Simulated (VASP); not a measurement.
# Hf (Im-3m) in VASP: further runs

Hf is run at these levels: PBEsol; tasks: relaxation of cell and atoms.

Program: VASP 6.6.1. These are calculated values, not measurements. Logs are shortened: lines on timing, memory, paths and dates and some standing lists are left out, and cuts for length are marked.

### 1 The cell of the first run

The structure is cubic, space group Im-3m (No. 229). Conventional cell: a = 3.610 Å, b = 3.610 Å, c = 3.610 Å, α = 90.00°, β = 90.00°, γ = 90.00°. Hf (site symmetry m-3m) has 14 Hf at 3.13 to 3.61 Å within 4.1 Å.

### 2 Relaxation of cell and atoms, PBEsol, target pressure 2 GPa, at which the enthalpy is minimised

Contents of INCAR:

```
SYSTEM = Hf
  PREC = Accurate
  ENCUT = 500
  EDIFF = 1E-7
  ISMEAR = -1
  SIGMA = 0.02
  LREAL = .FALSE.
  LASPH = .TRUE.
  NELM = 120
  ALGO = Normal
  ISIF = 3
  LWAVE = .FALSE.
  LCHARG = .FALSE.
  GGA = PS
  IBRION = 2
  NSW = 80
  EDIFFG = -0.05
  PSTRESS = 20.0
  GGA_COMPAT = .FALSE.
  NELMIN = 4
```

Contents of KPOINTS:

```
regular mesh
0
G
  7 7 7
  0 0 0
```

Contents of POSCAR:

```
Hf
1.0
   -1.8050000000      1.8050000000      1.8050000000
    1.8050000000     -1.8050000000      1.8050000000
    1.8050000000      1.8050000000     -1.8050000000
Hf
1
Direct
    0.0000000000      0.0000000000      0.0000000000
```

Potentials or basis: VASP PAW PBE potentials, release 64 (Hf_pv).

Launch:

```
cat potpaw_PBE.64/Hf_pv/POTCAR > POTCAR
mpirun -np 1 vasp_std > vasp.out
```

OUTCAR:

```text
SYSTEM = Hf
   PREC = Accurate
   ENCUT = 500
   EDIFF = 1E-7
   ISMEAR = -1
   LREAL = .FALSE.
   LASPH = .TRUE.
   NELM = 120
   ISIF = 3
   GGA = PS
   IBRION = 2
   NSW = 80
   EDIFFG = -0.05
   PSTRESS = 20.0
   NELMIN = 4

 ion  position               nearest neighbor table
   1  0.000  0.000  0.000-

  LATTYP: Found a body centered cubic cell.
 ALAT       =     3.6100000000

  Lattice vectors:

 A1 = (  -1.8050000000,   1.8050000000,   1.8050000000)
 A2 = (   1.8050000000,  -1.8050000000,   1.8050000000)
 A3 = (   1.8050000000,   1.8050000000,  -1.8050000000)

Analysis of symmetry for initial positions (statically):
=====================================================================
 Subroutine PRICEL returns:
 Original cell was already a primitive cell.

 Routine SETGRP: Setting up the symmetry group for a
 body centered cubic supercell.

 Subroutine GETGRP returns: Found 48 space group operations
 (whereof 48 operations were pure point group operations)
 out of a pool of 48 trial point group operations.

The static configuration has the point symmetry O_h .

Analysis of symmetry for dynamics (positions and initial velocities):
=====================================================================
 Subroutine PRICEL returns:
 Original cell was already a primitive cell.

 Routine SETGRP: Setting up the symmetry group for a
 body centered cubic supercell.

 Subroutine GETGRP returns: Found 48 space group operations
 (whereof 48 operations were pure point group operations)
 out of a pool of 48 trial point group operations.

The dynamic configuration has the point symmetry O_h .

 Subroutine INISYM returns: Found 48 space group operations
 (whereof 48 operations are pure point group operations),
 and found     1 'primitive' translations

----------------------------------------------------------------------------------------

                                     Primitive cell

  volume of cell :      23.5229

  direct lattice vectors                    reciprocal lattice vectors
    -1.805000000  1.805000000  1.805000000     0.000000000  0.277008310  0.277008310
     1.805000000 -1.805000000  1.805000000     0.277008310  0.000000000  0.277008310
     1.805000000  1.805000000 -1.805000000     0.277008310  0.277008310  0.000000000

  length of vectors
     3.126351708  3.126351708  3.126351708     0.391748909  0.391748909  0.391748909

  position of ions in fractional coordinates (direct lattice)
     0.000000000  0.000000000  0.000000000

  ion indices of the primitive-cell ions
   primitive index   ion index
                 1           1

----------------------------------------------------------------------------------------

 KPOINTS: regular mesh

Automatic generation of k-mesh.
 Grid dimensions read from file:
 generate k-points for:    7    7    7

 Generating k-lattice:

  Cartesian coordinates                     Fractional coordinates (reciprocal lattice)
     0.000000000  0.039572616  0.039572616     0.142857143  0.000000000  0.000000000
     0.039572616  0.000000000  0.039572616     0.000000000  0.142857143  0.000000000
     0.039572616  0.039572616  0.000000000     0.000000000  0.000000000  0.142857143

  Length of vectors
     0.055964130  0.055964130  0.055964130

  Shift w.r.t. Gamma in fractional coordinates (k-lattice)
     0.000000000  0.000000000  0.000000000

 Subroutine IBZKPT returns following result:
 ===========================================

 Found     20 irreducible k-points:

 Following reciprocal coordinates:
            Coordinates               Weight
  0.000000  0.000000  0.000000      1.000000
  0.142857  0.000000  0.000000     12.000000
  0.285714  0.000000  0.000000     12.000000
  0.428571  0.000000  0.000000     12.000000
  0.142857  0.142857  0.000000     24.000000
  0.285714  0.142857  0.000000     48.000000
[... 12 lines left out ...]
 -0.428571 -0.428571  0.285714      8.000000
 -0.428571  0.428571  0.428571      6.000000
   k-points           NKPTS =     20   k-points in BZ     NKDIM =     20   number of bands    NBANDS=      9
   number of dos      NEDOS =    301   number of ions     NIONS =      1
   total plane-waves  NPLWV =  13824
   dimension x,y,z NGX =    24 NGY =   24 NGZ =   24
   dimension x,y,z NGXF=    48 NGYF=   48 NGZF=   48
   ions per type =               1
   NGX,Y,Z   is equivalent  to a cutoff of  12.76, 12.76, 12.76 a.u.
   NGXF,Y,Z  is equivalent  to a cutoff of  25.52, 25.52, 25.52 a.u.
 SYSTEM =  Hf
   PREC   = accura    normal or accurate (medium, high low for compatibility)
   ISTART =      0    job   : 0-new  1-cont  2-samecut
   ICHARG =      2    charge: 1-file 2-atom 10-const
   ISPIN  =      1    spin polarized calculation?
   LNONCOLLINEAR =      F non collinear calculations
   LSORBIT =      F    spin-orbit coupling
   LASPH  =      T    aspherical Exc in radial PAW
   ENCUT  =  500.0 eV  36.75 Ry    6.06 a.u.   5.70  5.70  5.70*2*pi/ulx,y,z
   NELM   =    120;   NELMIN=  4; NELMDL= -5     # of ELM steps
   EDIFF  = 0.1E-06   stopping-criterion for ELM
   LREAL  =      F    real-space projection
   EDIFFG = -.5E-01   stopping-criterion for IOM
   NSW    =     80    number of steps for IOM
   IBRION =      2    ionic relax: 0-MD 1-quasi-New 2-CG
   NFREE  =      1    steps in history (QN), initial steepest desc. (CG)
   ISIF   =      3    stress and relaxation
   ISYM   =      2    0-nonsym 1-usesym 2-fastsym
   POTIM  = 0.5000    time-step for ionic-motion
   TEBEG  =    0.0;   TEEND  =   0.0 temperature during run
   PSTRESS=   20.0 pullay stress
   NELECT =      10.0000    total number of electrons
   NUPDOWN=      -1.0000    fix difference up-down
   EMIN   =  10.00;   EMAX   =-10.00  energy-range for DOS
   EFERMI =   0.00;   METHOD = LEGACY
   ISMEAR =    -1;   SIGMA  =   0.02  broadening in eV -4-tet -1-fermi 0-gaus
   EFERMI_NEDOS =   21; number of points for ismear=-14 and -15
   IALGO  =     38    algorithm
   IMIX   =      4    mixing-type and parameters
     AMIX     =   0.40;   BMIX     =  1.00
     AMIX_MAG =   1.60;   BMIX_MAG =  1.00
  volume/ion in A,a.u.               =      23.52       158.74
  Fermi-wavevector in a.u.,A,eV,Ry     =   1.230961  2.326179 20.616432  1.515265
  Thomas-Fermi vector in A             =   2.365789
   LORBIT       =      0    0 simple, 1 ext, 2 COOP (PROOUT), +10 PAW based schemes
   GGA     = PS    functional components
   LHFCALC =     F    Hartree Fock is set to
   AEXX    =    0.0000 exact exchange contribution
   IVDW    =     0    specifies the selected vdW correction
   LEPSILON=     F    determine dielectric tensor
   LRPA    =     F    only Hartree local field effects (RPA)
 conjugate gradient relaxation of ions
 non-spin polarized calculation
  energy-cutoff  :      500.00
  volume of cell :       23.52
 maximum number of plane-waves:       607
   NGX = 11   NGY = 11   NGZ = 11

--------------------------------------- Ionic step        1  -------------------------------------------

 number of electron      10.0000001 magnetization

 Free energy of the ion-electron system (eV)
  ---------------------------------------------------
  ext. energy  EPLUGINS =         0.00000000
  ---------------------------------------------------
  free energy    TOTEN  =       -10.25842617 eV

  energy without entropy =      -10.25431899  energy(sigma->0) =      -10.25637258

------------------------ aborting loop because EDIFF is reached ----------------------------------------

  FORCE on cell =-STRESS in cart. coord.  units (eV):
  Direction    XX          YY          ZZ          XY          YZ          ZX
  --------------------------------------------------------------------------------------
  -------------------------------------------------------------------------------------
  Total       -1.2231585     -1.2231585     -1.2231585      0.0000000     -0.0000000      0.0000000
  in kB      -83.3108749    -83.3108749    -83.3108749      0.0000000     -0.0000000      0.0000000
  external PRESSURE =    -103.3108749 kB  Pullay stress =      20.0000000 kB

 VOLUME and BASIS-vectors are now :
 -----------------------------------------------------------------------------
  energy-cutoff  :      500.00
  volume of cell :       23.52
      direct lattice vectors                 reciprocal lattice vectors
    -1.805000000  1.805000000  1.805000000     0.000000000  0.277008310  0.277008310
     1.805000000 -1.805000000  1.805000000     0.277008310  0.000000000  0.277008310
     1.805000000  1.805000000 -1.805000000     0.277008310  0.277008310  0.000000000
[... 81 lines left out ...]
  FREE ENERGIE OF THE ION-ELECTRON SYSTEM (eV)
  ---------------------------------------------------
  free  energy   TOTEN  =       -10.3084317991 eV

  energy  without entropy=      -10.3056534022  energy(sigma->0) =      -10.30704260

  enthalpy is  TOTEN    =       -10.0407094959 eV   P V=        0.2677223032

--------------------------------------- Ionic step        4  -------------------------------------------

 number of electron       9.9999998 magnetization

 Free energy of the ion-electron system (eV)
  ---------------------------------------------------
  ext. energy  EPLUGINS =         0.00000000
  ---------------------------------------------------
  free energy    TOTEN  =       -10.30686512 eV

  energy without entropy =      -10.30408095  energy(sigma->0) =      -10.30547303

 E-fermi :   4.7305     XC(G=0): -11.6230

 val. band max:        4.7206027822   @ k =  -0.4286  -0.4286   0.1429
 cond. band min:       4.8142597705   @ k =   0.2857   0.1429   0.0000
 fundamental gap:      0.0936569883
 Fermi energy:         4.7304899317

 k-point     1 :       0.0000    0.0000    0.0000
  band No.  band energies     occupation
      1     -24.8835      2.00000
      2     -24.8835      2.00000
      3     -24.8835      2.00000
      4      -2.4515      2.00000
      5       6.2723      0.00000
      6       6.2723      0.00000
      7       6.2723      0.00000
      8       9.2155      0.00000
      9       9.2155      0.00000

 k-point     2 :       0.1429    0.0000    0.0000
  band No.  band energies     occupation
      1     -25.0781      2.00000
      2     -24.9437      2.00000
      3     -24.8845      2.00000
      4      -1.6800      2.00000
      5       5.7625      0.00000
      6       5.9717      0.00000
      7       7.0559      0.00000
      8       8.6327      0.00000
      9       9.2243      0.00000
[... 236 lines left out ...]
 POSITION                                       TOTAL-FORCE (eV/Angst)
 -----------------------------------------------------------------------------------
      0.00000      0.00000      3.49256         0.000000     -0.000000      0.000000
 -----------------------------------------------------------------------------------
    total drift:                               -0.000000      0.000000      0.000000

  FREE ENERGIE OF THE ION-ELECTRON SYSTEM (eV)
  ---------------------------------------------------
  free  energy   TOTEN  =       -10.3068651175 eV

  energy  without entropy=      -10.3040809487  energy(sigma->0) =      -10.30547303

  enthalpy is  TOTEN    =       -10.0409639795 eV   P V=        0.2659011380

 reached required accuracy - stopping structural energy minimisation
```

Run time: 11 s. Hardware: 1 thread of Intel Xeon Platinum 8259CL at 2.50GHz (Skylake/Cascade Lake), shared host; peak memory 0.15 GiB.

What came out:

```
Free energy                                            : -10.3069 eV
Relaxed volume                                         : 21.30 Å³/atom
Relaxed cell                                           : a = 3.025 Å, b = 3.025 Å, c = 3.025 Å, α = 109.47°, β = 109.47°, γ = 109.47°
Space group after relaxing (to 0.05 Å)                 : Im-3m (No. 229)
Energy change on relaxing (the enthalpy is what falls) : -48.4 meV/atom
Ionic steps                                            : 4
Pressure after relaxing                                : 2.1 GPa
Band gap on the k mesh                                 : zero (band 5 reaches 6.27 eV, above the bottom of band 6 at 4.26 eV)
```

The path:
| step | energy change (eV) | largest force (eV/Å) | pressure (GPa) | volume (Å³) |
| --- | --- | --- | --- | --- |
| 1 | 0.0000 | 0.0000 | -8.33 | 23.52 |
| 2 | 0.1090 | 0.0000 | 16.79 | 18.73 |
| 3 | -0.0500 | 0.0000 | 1.30 | 21.45 |
| 4 | -0.0484 | 0.0000 | 2.15 | 21.30 |

Final structure:
```
CELL_PARAMETERS angstrom
-1.74628 1.74628 1.74628
1.74628 -1.74628 1.74628
1.74628 1.74628 -1.74628
ATOMIC_POSITIONS crystal
Hf 0.00000 0.00000 0.00000
```

Caveat: the cell is relaxed towards a set pressure, so the enthalpy falls and the energy may rise; the PAW data sets were made with another functional, which shifts forces and pressure a little; spin-orbit coupling is left out, which moves the levels of the heavy elements.

### 3 Relaxation of cell and atoms, PBEsol, target pressure 5 GPa, at which the enthalpy is minimised

Contents of INCAR:

```
PREC = Accurate ; ENCUT = 500
EDIFF = 1E-7 ; ISMEAR = -1
SIGMA = 0.02 ; LREAL = False
LASPH = True ; NELM = 120
ALGO = Normal ; ISIF = 3
LWAVE = False ; LCHARG = False
GGA = PS ; IBRION = 2
NSW = 80 ; EDIFFG = -0.05
PSTRESS = 50.0 ; GGA_COMPAT = False
NELMIN = 4
```

Contents of KPOINTS:

```
Automatic mesh
0
Gamma
  7 7 7
```

POSCAR is that of step 2.

Potentials or basis: VASP PAW PBE potentials, release 64 (Hf_pv).

Launch:

```
cat potpaw_PBE.64/Hf_pv/POTCAR > POTCAR
mpirun -np 1 vasp_std > vasp.out
```

Wall time 9.1 s (1 thread of Intel Xeon Platinum 8259CL at 2.50GHz (Skylake/Cascade Lake), shared host); peak memory 0.14 GiB.

It converged, with:

| Quantity | Value |
| --- | --- |
| Free energy | -10.2978 eV |
| Relaxed volume | 20.88 Å³/atom |
| Relaxed cell | a = 3.004 Å, b = 3.004 Å, c = 3.004 Å, α = 109.47°, β = 109.47°, γ = 109.47° |
| Space group after relaxing (to 0.05 Å) | Im-3m (No. 229) |
| Energy change on relaxing (the enthalpy is what falls) | -39.4 meV/atom |
| Ionic steps | 3 |
| Pressure after relaxing | 4.7 GPa |
| Band gap on the k mesh | zero (band 5 reaches 6.43 eV, above the bottom of band 6 at 4.40 eV) |

The path:
```csv
step,energy change (eV),largest force (eV/Å),pressure (GPa),volume (Å³)
1,0.0000,0.0000,-8.33,23.52
2,0.2801,0.0000,26.67,17.47
3,-0.0394,0.0000,4.70,20.88
```

Final structure:
```
CELL_PARAMETERS angstrom
-1.73461 1.73461 1.73461
1.73461 -1.73461 1.73461
1.73461 1.73461 -1.73461
ATOMIC_POSITIONS crystal
Hf 0.00000 0.00000 0.00000
```

Levels at points of the mesh, in eV from the Fermi level:
| k point | band 2 | band 3 | band 4 | band 5 | band 6 | band 7 | band 8 | band 9 |
| --- | --- | --- | --- | --- | --- | --- | --- | --- |
| (0.00, 0.00, 0.00) | -29.53 | -29.53 | -7.24 | 1.56 | 1.56 | 1.56 | 4.57 | 4.57 |

Caveat: the cell is relaxed towards a set pressure, so the enthalpy falls and the energy may rise; the PAW data sets were made with another functional, which shifts forces and pressure a little; spin-orbit coupling is left out, which moves the levels of the heavy elements.

### 4 Relaxation of cell and atoms, PBEsol, target pressure 10 GPa, at which the enthalpy is minimised

Contents of INCAR:

```
SYSTEM = Hf
ALGO = Normal
EDIFF = 1E-7
EDIFFG = -0.05
ENCUT = 500
GGA = PS
GGA_COMPAT = .False.
IBRION = 2
ISIF = 3
ISMEAR = -1
LASPH = .True.
LCHARG = .False.
LREAL = .False.
LWAVE = .False.
NELM = 120
NELMIN = 4
NSW = 80
PREC = Accurate
PSTRESS = 100.0
SIGMA = 0.02
```

Contents of KPOINTS:

```
k-points
0
Gamma
  7 7 7
  0 0 0
```

POSCAR is that of step 3.

Launch:

```
cat potpaw_PBE.64/Hf_pv/POTCAR > POTCAR
mpirun -np 1 vasp_std > vasp.out
```

It took 11 s on 1 thread of Intel Xeon Platinum 8259CL at 2.50GHz (Skylake/Cascade Lake), shared host; peak memory 0.15 GiB.

Results (log left out):

```
Free energy                                            : -10.2586 eV
Relaxed volume                                         : 20.02 Å³/atom
Relaxed cell                                           : a = 2.963 Å, b = 2.963 Å, c = 2.963 Å, α = 109.47°, β = 109.47°, γ = 109.47°
Space group after relaxing (to 0.05 Å)                 : Im-3m (No. 229)
Energy change on relaxing (the enthalpy is what falls) : -0.1 meV/atom
Ionic steps                                            : 4
Pressure after relaxing                                : 10.1 GPa
Band gap on the k mesh                                 : zero (band 5 reaches 6.75 eV, above the bottom of band 6 at 4.64 eV)
```

The path:
```csv
step,energy change (eV),largest force (eV/Å),pressure (GPa),volume (Å³)
1,0.0000,0.0000,-8.33,23.52
2,0.7588,0.0000,54.55,15.50
3,0.0065,0.0000,10.67,19.92
4,-0.0001,0.0000,10.05,20.02
```

Final structure:
```
Hf
1.0
    -1.71066    1.71066    1.71066
     1.71066   -1.71066    1.71066
     1.71066    1.71066   -1.71066
Hf
1
Direct
  0.00000 0.00000 0.00000
```

Levels at points of the mesh, in eV from the Fermi level:
| k point | band 2 | band 3 | band 4 | band 5 | band 6 | band 7 | band 8 | band 9 |
| --- | --- | --- | --- | --- | --- | --- | --- | --- |
| (0.00, 0.00, 0.00) | -29.36 | -29.36 | -7.37 | 1.59 | 1.59 | 1.59 | 4.72 | 4.72 |

Caveat: the cell is relaxed towards a set pressure, so the enthalpy falls and the energy may rise; the PAW data sets were made with another functional, which shifts forces and pressure a little; spin-orbit coupling is left out, which moves the levels of the heavy elements.

### 5 The runs side by side

```tsv
cell	gap on the mesh (eV)	pressure (GPa)
relaxed to 2 GPa	none	2.1
relaxed to 5 GPa	none	4.7
relaxed to 10 GPa	none	10.1
```

Alike in all rows: task relaxation of cell and atoms; level PBEsol; potentials or basis VASP PAW PBE potentials, release 64 (Hf_pv); no spin polarisation; k mesh 7 × 7 × 7; cutoff (eV) 500; smearing fermi-dirac 0.02 eV.

Caveats: the cell is relaxed towards a set pressure, so the enthalpy falls and the energy may rise; the PAW data sets were made with another functional, which shifts forces and pressure a little; spin-orbit coupling is left out, which moves the levels of the heavy elements.

Total energies depend on the potentials used, so only differences within one code and one set of settings carry meaning.
